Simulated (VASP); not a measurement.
The system is SiB.

```xyz
2
Lattice="2.8233 0.0000 0.0000 -1.4116 2.4450 0.0000 0.0000 0.0000 3.0486" Properties=species:S:1:pos:R:3 pbc="T T T"
Si    0.0000    1.6300    1.5243
B     0.0000    0.0000    0.0000
```

```yaml
Program: VASP 6.6.1
Task: relaxation of cell and atoms
Functional: PBE
Potentials_or_basis: VASP PAW PBE potentials, release 64 (Si, B)
Cutoff: 600 eV
k_mesh: 9 × 9 × 6
Occupations: gaussian, width 0.1 eV
Spin: no spin polarisation
```

At the start: pressure -0.5 GPa; volume 10.52 Å³/atom.

Question: Where does the relaxation end?

Answer: Over 5 steps the energy falls by 6.5 meV/atom and the volume is 10.65 Å³/atom (+1.2 %); space group P-6m2 (No. 187, to 0.05 Å).

The path:
```tsv
step	energy change (eV)	largest force (eV/Å)	pressure (GPa)	volume (Å³)
1	0.0000	0.0000	-0.46	21.04
2	-0.0113	0.0000	1.79	20.95
3	-0.0112	0.0000	2.02	20.93
4	-0.0113	0.0000	1.91	20.94
5	-0.0129	0.0000	-0.38	21.31
```

Final structure:
```yaml
crystal:
  lattice:
    - [2.87139, 0.00000, 0.00000]
    - [-1.43569, 2.48670, 0.00000]
    - [0.00000, 0.00000, 2.98406]
  atoms:
    - { symbol: Si, position: [0.33333, 0.66667, 0.50000] }
    - { symbol: B, position: [0.00000, 0.00000, 0.00000] }
```
